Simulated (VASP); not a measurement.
Runs of VASP 6.6.1 on MgO2. The structure is that of space group R-3m (No. 166), or close to it. The cells are those of the table. 

| cell | gap on the mesh (eV) | pressure (GPa) | largest force (eV/Å) |
| --- | --- | --- | --- |
| a = 3.674 Å, angles 49.6°, 3 atoms | (b) | (a) | 2.68 |
| a = 3.763 Å, angles 46.2°, 3 atoms | 3.56 | 32.2 | 0.23 |
| a = 3.888 Å, angles 44.6°, 3 atoms | 2.56 | 19.3 | 1.41 |
| a = 4.079 Å, angles 46.3°, 3 atoms | 2.15 | -11.0 | 0.90 |
| a = 4.046 Å, angles 44.8°, 3 atoms | 1.97 | -2.9 | 1.40 |

Alike in all rows: task single point; level r2SCAN; potentials or basis VASP PAW PBE potentials, release 64 (Mg_sv, O); no spin polarisation; k mesh 12 × 12 × 12; cutoff (eV) 920; smearing gaussian 0.05 eV.

Question: Estimate the missing entries.

Answer: (a) 29.1; (b) 4.34.

Caveats: the PAW data sets were made with another functional, which shifts forces and pressure a little; the stress differs along the axes, from 14 to 59 GPa (at least some runs); the cell stands under pressure (at least some runs); the stress differs along the axes, from 1 to 28 GPa (at least some runs); the stress differs along the axes, from -23 to -5 GPa (at least some runs); the stress differs along the axes, from -23 to 7 GPa (at least some runs).

A k mesh can miss the band edges.
